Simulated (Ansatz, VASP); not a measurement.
SrO in VASP and in Ansatz

POSCAR

```
SrO
1.0
    0.0193511077      2.5801476905      2.5801476905
    2.5801476905      0.0193511077      2.5801476905
    2.5994987982      2.5994987982      0.0000000000
Sr O
1 1
Direct
    0.0000000000      0.0000000000      0.0000000000
    0.5000000000      0.5000000000      0.5000000000
```

INCAR.step1

```
  PREC = Accurate
  ENCUT = 520
  ISMEAR = 0
  SIGMA = 0.05
  LREAL = False
  LASPH = True
  NELM = 60
  NBANDS = 15
  GGA = PE
  ALGO = Normal
  EDIFF = 1E-4
  LWAVE = True
  LCHARG = False
```

Contents of INCAR.step2:

```
  PREC = Accurate
  ENCUT = 520
  EDIFF = 1E-6
  ISMEAR = 0
  SIGMA = 0.05
  LREAL = False
  LASPH = True
  NELM = 60
  ALGO = Normal
  ISIF = 2
  LWAVE = False
  LCHARG = False
  METAGGA = R2SCAN
  LMIXTAU = True
  NBANDS = 15
  ISTART = 1
```

File KPOINTS:

```
Automatic mesh
0
Gamma
  8 8 8
```

Input for Ansatz:

```yaml
crystal:
  lattice:
    - [0.0193511077, 2.5801476905, 2.5801476905]
    - [2.5801476905, 0.0193511077, 2.5801476905]
    - [2.5994987982, 2.5994987982, 0.0]
  atoms:
    - { symbol: Sr, position: [0.0, 0.0, 0.0] }
    - { symbol: O, position: [0.5, 0.5, 0.5] }
basis:
  ecutwfc: 500
kpoints:
  mp_grid: { grid: [8, 8, 8] }
hamiltonian:
  xc: r2scan
scf:
  occupations: { method: gaussian, width: 0.05 }
output:
  forces: true
  stress: true
  eigenvalues: true
```

Change from the starting cell: strain +0.0150 x Voigt [0, 0, 0, 0, 0, 1], atoms carried along.

Alike in both runs: task single point; functional r2SCAN; k mesh 8 × 8 × 8; occupations gaussian, width 0.05 eV; no spin polarisation.

|  | VASP | Ansatz |
| --- | --- | --- |
| version | VASP 6.6.1 | Ansatz 0.2.0 |
| potentials or method | VASP PAW PBE potentials, release 64 (Sr_sv, O), cutoff 520 eV | scalar-relativistic, plane waves, PAW |
| valence electrons in the cell | 16 | 16 |

|  | VASP | Ansatz | Ansatz less VASP |
| --- | --- | --- | --- |
| gap on the k mesh at the Fermi level (eV) | 3.73 | 3.78 | +0.052 |
| least direct gap on the mesh (eV) | 3.82 | 3.86 | +0.041 |
| pressure (GPa) | 0.5 | 0.0 | -0.52 |
| traceless stress, the component that is largest in VASP (GPa) | -0.83 | -0.83 | -0.001 |

VASP's potentials were made for PBE, not for r2SCAN. The functional is the same, so the differences come from potentials, cutoffs and numerics.
